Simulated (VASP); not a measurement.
# MgO (P-6m2) in VASP: a series of runs

MgO is run at these levels: BLYP, PBE, PBE+D3(BJ); tasks: single point.

All numbers are computed with VASP 6.6.1; they aren't measurements. Logs are shortened: lines on timing, memory, paths and dates and some standing lists are left out, and cuts for length are marked.

## (1) The cell of the first run

It takes space group P-6m2 (No. 187, hexagonal). Conventional cell: a = 2.938 Å, b = 2.938 Å, c = 2.680 Å, α = 90.00°, β = 90.00°, γ = 120.00°. Mg (site symmetry -6m2) has 6 O at 2.16 Å and 2 Mg at 2.68 Å within 2.9 Å. O (site symmetry -6m2) has 6 Mg at 2.16 Å and 2 O at 2.68 Å within 2.9 Å.

## (2) Single point, BLYP

INCAR reads:

```
SYSTEM = MgO
PREC     = Accurate       ! precision mode
ENCUT    = 600            ! plane-wave cutoff, eV
EDIFF    = 1E-6           ! SCF threshold, eV
ISMEAR   = 0              ! smearing method
SIGMA    = 0.1            ! smearing width, eV
LREAL    = .FALSE.        ! projectors in reciprocal space
LASPH    = .TRUE.         ! aspherical terms in the spheres
NELM     = 120            ! most SCF steps
ALGO     = Normal         ! electronic algorithm
ISIF     = 2              ! what is computed and relaxed
LWAVE    = .FALSE.        ! write WAVECAR
LCHARG   = .FALSE.        ! write CHGCAR
GGA      = B5             ! functional
ALDAX    = 1.0          
AGGAX    = 1.0          
AGGAC    = 1.0          
ALDAC    = 0.0          
NBANDS   = 11             ! bands
GGA_COMPAT= .FALSE.
```

KPOINTS reads:

```
regular mesh
0
G
  2 2 2
  0 0 0
```

POSCAR reads:

```
MgO
1.0
    2.9380209034      0.0000000000      0.0000000000
   -1.4690104517      2.5444007392      0.0000000000
    0.0000000000      0.0000000000      2.6796800000
Mg O
1 1
Direct
    0.0000000000      0.0000000000      0.0000000000
    0.3333333333      0.6666666667      0.5000000000
```

Potentials or basis: VASP PAW PBE potentials, release 64 (Mg, O).

Started as:

```
cat potpaw_PBE.64/Mg/POTCAR potpaw_PBE.64/O/POTCAR > POTCAR
mpirun -np 1 vasp_std > vasp.out
```

OUTCAR:

```text
SYSTEM = MgO
   PREC = Accurate
   ENCUT = 600
   EDIFF = 1E-6
   ISMEAR = 0
   LREAL = .FALSE.
   LASPH = .TRUE.
   NELM = 120
   ISIF = 2
   GGA = B5

 ion  position               nearest neighbor table
   1  0.000  0.000  0.000-   2 2.16   2 2.16   2 2.16   2 2.16   2 2.16   2 2.16
   2  0.333  0.667  0.500-   1 2.16   1 2.16   1 2.16   1 2.16   1 2.16   1 2.16

  LATTYP: Found a hexagonal cell.
 ALAT       =     2.9380209034
 C/A-ratio  =     0.9120697531

  Lattice vectors:

 A1 = (   2.9380209034,   0.0000000000,   0.0000000000)
 A2 = (  -1.4690104517,   2.5444007392,   0.0000000000)
 A3 = (   0.0000000000,   0.0000000000,   2.6796800000)

Analysis of symmetry for initial positions (statically):
=====================================================================
 Subroutine PRICEL returns:
 Original cell was already a primitive cell.

 Routine SETGRP: Setting up the symmetry group for a
 hexagonal supercell.

 Subroutine GETGRP returns: Found 12 space group operations
 (whereof 12 operations were pure point group operations)
 out of a pool of 24 trial point group operations.

The static configuration has the point symmetry D_3h.

Analysis of symmetry for dynamics (positions and initial velocities):
=====================================================================
 Subroutine PRICEL returns:
 Original cell was already a primitive cell.

 Routine SETGRP: Setting up the symmetry group for a
 hexagonal supercell.

 Subroutine GETGRP returns: Found 12 space group operations
 (whereof 12 operations were pure point group operations)
 out of a pool of 24 trial point group operations.

The dynamic configuration has the point symmetry D_3h.

 Subroutine INISYM returns: Found 12 space group operations
 (whereof 12 operations are pure point group operations),
 and found     1 'primitive' translations

----------------------------------------------------------------------------------------

                                     Primitive cell

  volume of cell :      20.0320

  direct lattice vectors                    reciprocal lattice vectors
     2.938020903  0.000000000  0.000000000     0.340365175  0.196509926  0.000000000
    -1.469010452  2.544400739  0.000000000     0.000000000  0.393019851  0.000000000
     0.000000000  0.000000000  2.679680000     0.000000000  0.000000000  0.373178887

  length of vectors
     2.938020903  2.938020903  2.679680000     0.393019851  0.393019851  0.373178887

  position of ions in fractional coordinates (direct lattice)
[... 67 lines left out ...]
   TEBEG  =    0.0;   TEEND  =   0.0 temperature during run
   PSTRESS=    0.0 pullay stress
   NELECT =       8.0000    total number of electrons
   NUPDOWN=      -1.0000    fix difference up-down
   EMIN   =  10.00;   EMAX   =-10.00  energy-range for DOS
   EFERMI =   0.00;   METHOD = LEGACY
   ISMEAR =     0;   SIGMA  =   0.10  broadening in eV -4-tet -1-fermi 0-gaus
   EFERMI_NEDOS =   21; number of points for ismear=-14 and -15
   IALGO  =     38    algorithm
   IMIX   =      4    mixing-type and parameters
     AMIX     =   0.40;   BMIX     =  1.00
     AMIX_MAG =   1.60;   BMIX_MAG =  1.00
  volume/ion in A,a.u.               =      10.02        67.59
  Fermi-wavevector in a.u.,A,eV,Ry     =   1.205583  2.278221 19.775115  1.453430
  Thomas-Fermi vector in A             =   2.341275
   LORBIT       =      0    0 simple, 1 ext, 2 COOP (PROOUT), +10 PAW based schemes
   GGA     = B5    functional components
   LHFCALC =     F    Hartree Fock is set to
   AEXX    =    0.0000 exact exchange contribution
   IVDW    =     0    specifies the selected vdW correction
   LEPSILON=     F    determine dielectric tensor
   LRPA    =     F    only Hartree local field effects (RPA)
 non-spin polarized calculation
 Gauss-broadening in eV      SIGMA  =   0.10
  energy-cutoff  :      600.00
  volume of cell :       20.03
 maximum number of plane-waves:       672
 NGX is ok and might be reduce to    24
   NGX = 11   NGY = 11   NGZ = 11

 number of electron       7.9999996 magnetization

 Free energy of the ion-electron system (eV)
  ---------------------------------------------------
  ext. energy  EPLUGINS =         0.00000000
  ---------------------------------------------------
  free energy    TOTEN  =        -9.71372526 eV

  energy without entropy =       -9.71372526  energy(sigma->0) =       -9.71372526

 E-fermi :   4.6500     XC(G=0): -10.1644

 val. band max:        4.1388773675   @ k =   0.5000   0.0000   0.0000
 cond. band min:       7.0961865650   @ k =   0.0000   0.0000   0.0000
 fundamental gap:      2.9573091974
 Fermi energy:         4.6499904021

 k-point     1 :       0.0000    0.0000    0.0000
  band No.  band energies     occupation
      1     -13.2068      2.00000
      2       3.5629      2.00000
      3       3.5629      2.00000
      4       3.7633      2.00000
      5       7.0962      0.00000
      6      15.9032      0.00000
      7      19.2817      0.00000
      8      19.2817      0.00000
      9      23.9560      0.00000
     10      24.6829      0.00000
     11      26.2880      0.00000
[... 29 lines left out ...]
 k-point     4 :       0.5000    0.0000    0.5000
  band No.  band energies     occupation
      1     -11.3420      2.00000
      2       0.3733      2.00000
      3       0.7355      2.00000
      4       3.3354      2.00000
      5       9.7669      0.00000
      6      15.3769      0.00000
      7      17.8010      0.00000
      8      18.8800      0.00000
      9      19.0113      0.00000
     10      25.1018      0.00000
     11      26.7943      0.00000

------------------------ aborting loop because EDIFF is reached ----------------------------------------

  FORCE on cell =-STRESS in cart. coord.  units (eV):
  Direction    XX          YY          ZZ          XY          YZ          ZX
  --------------------------------------------------------------------------------------
  -------------------------------------------------------------------------------------
  Total        0.7775609      0.7775609      0.5768676      0.0000000      0.0000000     -0.0000000
  in kB       62.1901617     62.1901617     46.1384901      0.0000000      0.0000000     -0.0000000
  external PRESSURE =      56.8396045 kB  Pullay stress =       0.0000000 kB

 VOLUME and BASIS-vectors are now :
 -----------------------------------------------------------------------------
  energy-cutoff  :      600.00
  volume of cell :       20.03
      direct lattice vectors                 reciprocal lattice vectors
     2.938020903  0.000000000  0.000000000     0.340365175  0.196509926  0.000000000
    -1.469010452  2.544400739  0.000000000     0.000000000  0.393019851  0.000000000
     0.000000000  0.000000000  2.679680000     0.000000000  0.000000000  0.373178887

 POSITION                                       TOTAL-FORCE (eV/Angst)
 -----------------------------------------------------------------------------------
      0.00000      0.00000      0.00000        -0.000000      0.000000      0.000000
     -0.00000      1.69627      1.33984         0.000000     -0.000000      0.000000
 -----------------------------------------------------------------------------------
    total drift:                                0.000000     -0.000000     -0.000000

  FREE ENERGIE OF THE ION-ELECTRON SYSTEM (eV)
  ---------------------------------------------------
  free  energy   TOTEN  =        -9.7137252603 eV

  energy  without entropy=       -9.7137252603  energy(sigma->0) =       -9.71372526
```

stdout:

```text
POSCAR found type information on POSCAR MgO
 POSCAR found :  2 types and       2 ions
 scaLAPACK will be used
 -----------------------------------------------------------------------------
|                                                                             |
|                                                                             |
|     You enforced a specific xc type in the INCAR file but a different       |
|     I HOPE YOU KNOW WHAT YOU ARE DOING!                                     |
|                                                                             |
 -----------------------------------------------------------------------------

 LDA part: xc-table for (Slater(with rela. corr.)+VWN5), standard interpolation
 POSCAR, INCAR and KPOINTS ok, starting setup
 FFT: planning ... GRIDC
 FFT: planning ... GRID_SOFT
 FFT: planning ... GRID
 WAVECAR not read
 entering main loop
```

It took 18 s on 1 thread of Intel Xeon 8259CL, shared host; peak memory 0.13 GiB.

Results:

```yaml
Free_energy: -9.7137 eV
Pressure: 5.7 GPa
Band_gap_on_the_k_mesh: 2.96 eV, indirect (least direct gap 3.33 eV)
```

Stress tensor (GPa, compression positive):
```
6.22 0.00 0.00
0.00 6.22 0.00
0.00 0.00 4.61
```

Levels at points of the mesh, in eV from the valence-band top:
```tsv
k point	band 1	band 2	band 3	band 4	band 5	band 6	band 7	band 8	band 9
(0.00, 0.00, 0.00)	-17.35	-0.58	-0.58	-0.38	2.96	11.76	15.14	15.14	19.82
(0.50, 0.00, 0.00)	-16.27	-4.98	-1.32	0.00	6.52	10.46	12.93	17.46	18.44
(0.00, 0.00, 0.50)	-16.23	-5.46	-0.04	-0.04	8.19	9.04	17.16	17.16	18.15
(0.50, 0.00, 0.50)	-15.48	-3.77	-3.40	-0.80	5.63	11.24	13.66	14.74	14.87
```

Caveat: the k points lie up to 1.23 Å⁻¹ apart; the PAW data sets were made with another functional, which shifts forces and pressure a little. A k mesh can miss the band edges.

## (3) Single point, PBE

INCAR reads:

```
SYSTEM = MgO
PREC = Accurate
ENCUT = 600
EDIFF = 1E-6
ISMEAR = -4
SIGMA = 0.1
LREAL = .False.
LASPH = .True.
NELM = 120
ALGO = Normal
ISIF = 2
LWAVE = .False.
LCHARG = .False.
GGA = PE
NBANDS = 11
GGA_COMPAT = .False.
```

KPOINTS reads:

```
Automatic mesh
0
Gamma
  2 2 2
  0 0 0
```

POSCAR is that of step 2.

Potentials or basis: VASP PAW PBE potentials, release 64 (Mg, O).

Started as:

```
cat potpaw_PBE.64/Mg/POTCAR potpaw_PBE.64/O/POTCAR > POTCAR
mpirun -np 1 vasp_std > vasp.out
```

Wall time 6.5 s (1 thread of Intel Xeon 8259CL, shared host); peak memory 0.14 GiB.

Results (log left out):

```
Free energy            : -10.2264 eV
Pressure               : 3.7 GPa
Band gap on the k mesh : 2.69 eV, indirect (least direct gap 3.07 eV)
```

Stress tensor (GPa, compression positive):
```
4.11 0.00 0.00
0.00 4.11 0.00
0.00 0.00 2.98
```

Levels at points of the mesh, in eV from the valence-band top:
```tsv
k point	band 2	band 3	band 4	band 5	band 6	band 7
(0.00, 0.00, 0.00)	-0.59	-0.59	-0.38	2.69	11.45	15.06
(0.50, 0.00, 0.00)	-5.09	-1.34	0.00	6.22	10.35	12.70
(0.00, 0.00, 0.50)	-5.57	-0.05	-0.05	7.95	8.84	17.05
(0.50, 0.00, 0.50)	-3.83	-3.48	-0.82	5.35	11.01	13.62
```

Caveat: the k points lie up to 1.23 Å⁻¹ apart. A k mesh can miss the band edges.

## (4) Single point, PBE

This run uses another cell than the first one, of 10.52 Å³/atom, 1.050 times its volume.

INCAR reads:

```
PREC = Accurate
ENCUT = 600
EDIFF = 1E-6
ISMEAR = 0
SIGMA = 0.1
LREAL = False
LASPH = True
NELM = 120
ALGO = Normal
ISIF = 2
LWAVE = False
LCHARG = True
GGA = PE
LELF = True
LVHAR = True
NBANDS = 11
GGA_COMPAT = False
```

KPOINTS reads:

```
Automatic mesh
0
Gamma
  3 3 2
  0 0 0.5
```

POSCAR reads:

```
MgO
1.0
    2.9861937425      0.0000000000      0.0000000000
   -1.4930968712      2.5861196416      0.0000000000
    0.0000000000      0.0000000000      2.7236169894
Mg O
1 1
Direct
    0.0000000000      0.0000000000      0.0000000000
    0.3333333333      0.6666666667      0.5000000000
```

Started as:

```
cat potpaw_PBE.64/Mg/POTCAR potpaw_PBE.64/O/POTCAR > POTCAR
mpirun -np 1 vasp_std > vasp.out
```

Wall time 6.6 s (1 thread of Intel Xeon 8259CL, shared host); peak memory 0.13 GiB.

Results (log left out):

| Item | Value |
| --- | --- |
| Free energy | -11.4819 eV |
| Pressure | -8.3 GPa |
| Band gap on the k mesh | 5.34 eV, direct |

Stress tensor (GPa, compression positive):
```
 -5.11   0.00   0.00
  0.00  -5.11   0.00
  0.00   0.00 -14.67
```

Levels at points of the mesh, in eV from the valence-band top:
| k point | band 1 | band 2 | band 3 | band 4 | band 5 | band 6 | band 7 | band 8 | band 9 |
| --- | --- | --- | --- | --- | --- | --- | --- | --- | --- |
| (0.00, 0.00, 0.25) | -16.40 | -2.85 | 0.00 | 0.00 | 5.34 | 11.68 | 16.41 | 16.41 | 19.89 |

Caveat: the k points lie up to 1.15 Å⁻¹ apart. A k mesh can miss the band edges.

## (5) Single point, PBE+D3(BJ)

This run uses another cell than the first one, of 12.22 Å³/atom, 1.220 times its volume.

INCAR reads:

```
PREC = Accurate
ENCUT = 600
EDIFF = 1E-6
ISMEAR = -4
SIGMA = 0.1
LREAL = F
LASPH = T
NELM = 120
ALGO = Normal
ISIF = 2
LWAVE = F
LCHARG = T
GGA = PE
IVDW = 12
LELF = T
LVHAR = T
NBANDS = 11
GGA_COMPAT = F
```

KPOINTS reads:

```
regular mesh
0
Gamma
  3 3 2
```

POSCAR reads:

```
MgO
1.0
    3.1393626831      0.0000000000      0.0000000000
   -1.5696813415      2.7187678352      0.0000000000
    0.0000000000      0.0000000000      2.8633177473
Mg O
1 1
Direct
    0.0000000000      0.0000000000      0.0000000000
    0.3333333333      0.6666666667      0.5000000000
```

Started as:

```
cat potpaw_PBE.64/Mg/POTCAR potpaw_PBE.64/O/POTCAR > POTCAR
mpirun -np 1 vasp_std > vasp.out
```

Run time: 9.9 s. Hardware: 1 thread of Intel Xeon 8259CL, shared host; peak memory 0.15 GiB.

It converged, with:

```
Free energy                : -10.9678 eV
Pressure                   : -20.6 GPa
Band gap on the k mesh     : 1.48 eV, indirect (least direct gap 1.85 eV)
Dispersion energy per atom : -0.224 eV
```

Stress tensor (GPa, compression positive):
```
-20.70   0.00   0.00
  0.00 -20.70   0.00
  0.00   0.00 -20.28
```

Levels at points of the mesh, in eV from the valence-band top:
```
           k point  band 1  band 2  band 3  band 4  band 5  band 6  band 7  band 8  band 9
(0.00, 0.00, 0.00)  -16.55   -0.49   -0.49   -0.37    1.48   10.93   13.65   13.65   17.49
(0.00, 0.00, 0.50)  -15.82   -4.61   -0.07   -0.07    6.51    7.33   15.84   15.84   16.79
```

Caveat: the k points lie up to 1.10 Å⁻¹ apart.

## (6) Summary

```tsv
level	cell	k mesh	smearing	gap on the mesh (eV)	pressure (GPa)
BLYP	a = 2.938, b = 2.938, c = 2.680 Å, angles 90.0, 90.0, 120.0°, 2 atoms	2 × 2 × 2	gaussian 0.1 eV	2.96	5.7
PBE	a = 2.938, b = 2.938, c = 2.680 Å, angles 90.0, 90.0, 120.0°, 2 atoms	2 × 2 × 2	tetrahedron	2.69	3.7
PBE	a = 2.986, b = 2.986, c = 2.724 Å, angles 90.0, 90.0, 120.0°, 2 atoms	3 × 3 × 2, shifted	gaussian 0.1 eV	5.34	-8.3
PBE+D3(BJ)	a = 3.139, b = 3.139, c = 2.863 Å, angles 90.0, 90.0, 120.0°, 2 atoms	3 × 3 × 2	tetrahedron	1.48	-20.6
```

Alike in all rows: task single point; potentials or basis VASP PAW PBE potentials, release 64 (Mg, O); no spin polarisation; cutoff (eV) 600.

Caveats: all runs use coarse meshes; the PAW data sets were made with another functional, which shifts forces and pressure a little (some runs).

Total energies depend on the potentials used, so only differences within one code and one set of settings carry meaning.
